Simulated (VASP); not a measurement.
Write the native input for VASP 6.6.1 that does the following.

```
Task                               : single point
Functional                         : B3LYP
Potentials or basis                : VASP PAW PBE potentials, release 64 (Al, N)
Cutoff                             : 520 eV
k mesh                             : 6 × 6 × 6
Occupations                        : fermi-dirac, width 0.05 eV
Spin                               : no spin polarisation
Dipole correction                  : no
Grid for exact exchange (PRECFOCK) : Normal
Further INCAR settings             : ALGO = Normal; EDIFF = 1e-06; NBANDS = 11
Share of exact exchange            : 0.2
```

AlN:

```
Al N
1.0
     0.00000    2.03452    2.03452
     2.03452    0.00000    2.03452
     2.03452    2.03452    0.00000
Al N
1 1
Direct
  0.50000 0.50000 0.50000
  0.00000 0.00000 0.00000
```

One way to write it, as run:

POSCAR

```
AlN
1.0
    0.0000000000      2.0345180000      2.0345180000
    2.0345180000      0.0000000000      2.0345180000
    2.0345180000      2.0345180000      0.0000000000
Al N
1 1
Direct
    0.5000000000      0.5000000000      0.5000000000
    0.0000000000      0.0000000000      0.0000000000
```

INCAR.step1

```
SYSTEM = AlN
ALGO = Normal
EDIFF = 1E-5
ENCUT = 520
GGA = PE
ISIF = 2
ISMEAR = -1
LASPH = .TRUE.
LCHARG = .FALSE.
LREAL = .FALSE.
LWAVE = .TRUE.
NBANDS = 11
NELM = 100
PREC = Accurate
SIGMA = 0.05
```

INCAR.step2

```
SYSTEM = AlN
AEXX = 0.2
AGGAC = 0.81
AGGAX = 0.72
ALDAC = 0.19
ALGO = Normal
EDIFF = 1E-6
ENCUT = 520
GGA = B3
ISIF = 2
ISMEAR = -1
ISTART = 1
LASPH = .TRUE.
LCHARG = .FALSE.
LHFCALC = .TRUE.
LREAL = .FALSE.
LWAVE = .FALSE.
NBANDS = 11
NELM = 100
PREC = Accurate
PRECFOCK = Normal
SIGMA = 0.05
```

KPOINTS

```
k-points
0
G
  6 6 6
  0 0 0
```

Potentials or basis: VASP PAW PBE potentials, release 64 (Al, N).

Run with:

```sh
$ cat potpaw_PBE.64/Al/POTCAR potpaw_PBE.64/N/POTCAR > POTCAR
$ cp INCAR.step1 INCAR
$ mpirun -np 1 vasp_std > vasp.out
$ cp INCAR.step2 INCAR
$ mpirun -np 1 vasp_std > vasp.out
```

Results of the run:

```yaml
Pressure: -2.5 GPa
Band_gap_on_the_k_mesh: 6.24 eV (least direct gap 7.49 eV)
```

Caveat: the k points lie up to 0.45 Å⁻¹ apart; the PAW data sets were made with another functional, which shifts forces and pressure a little.

Wall time 13 min on 1 thread of Intel Xeon 8259CL, on a shared host, peak memory 0.14 GiB.
